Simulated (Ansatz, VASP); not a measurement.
**Rh: VASP beside Ansatz**

```xyz
1
Lattice="0.0000 1.8730 1.9586 1.8730 0.0000 1.9586 1.8730 1.8730 0.0000" Properties=species:S:1:pos:R:3 pbc="T T T"
Rh    0.0000    0.0000    0.0000
```

Change from the starting cell: strain -0.015 along x and y, +0.030 along z, atoms carried along.

Alike in both runs: task single point; functional PBE; k mesh 22 × 22 × 22; occupations gaussian, width 0.15 eV; no spin polarisation.

|  | VASP | Ansatz |
| --- | --- | --- |
| version | VASP 6.6.1 | Ansatz 0.2.0 |
| potentials or method | VASP PAW PBE potentials, release 64 (Rh_pv), cutoff 520 eV | scalar-relativistic, plane waves, PAW |
| valence electrons in the cell | 15 | 17 |

```tsv
	VASP	Ansatz	Ansatz less VASP
gap on the k mesh at the Fermi level (eV)	none	none	-
pressure (GPa)	6.4	6.3	-0.04
traceless stress, the component that is largest in VASP (GPa)	-7.52	-7.54	-0.021
```

A gap of «none» marks a metal or a gap that the smearing closes. VASP's potentials hold 15 valence electrons a cell and Ansatz's 17, so a difference there can come from the potentials and not from the codes.
